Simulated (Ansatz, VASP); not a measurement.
**YbTlO2: VASP beside Ansatz**

```
Yb Tl O
1.0
     3.31028    0.00000    0.00000
     0.00000    3.31028    0.00000
     0.00000    0.00000    6.58653
Yb Tl O
1 1 2
Direct
  0.00000 0.00000 0.00000
  0.00000 0.00000 0.50000
  0.50000 0.50000 0.00000
  0.50000 0.50000 0.50000
```

Alike in both runs: task single point; functional PBE; k mesh 6 × 6 × 4; occupations gaussian, width 0.1 eV; collinear spin.

```csv
,VASP,Ansatz
version,VASP 6.6.1,Ansatz 0.2.0
potentials or method,"VASP PAW PBE potentials, release 64 (Yb, Tl_d, O), cutoff 520 eV","scalar-relativistic, plane waves, PAW"
valence electrons in the cell,49,49
```

```tsv
	VASP	Ansatz	Ansatz less VASP
gap on the k mesh at the Fermi level (eV)	none	none	-
pressure (GPa)	4.6	3.8	-0.77
traceless stress, the component that is largest in VASP (GPa)	2.41	2.68	+0.274
net moment per atom (μB)	0.06	0.06	0.000
```

A gap of «none» marks a metal or a gap that the smearing closes.

Neither program's run includes spin-orbit coupling.
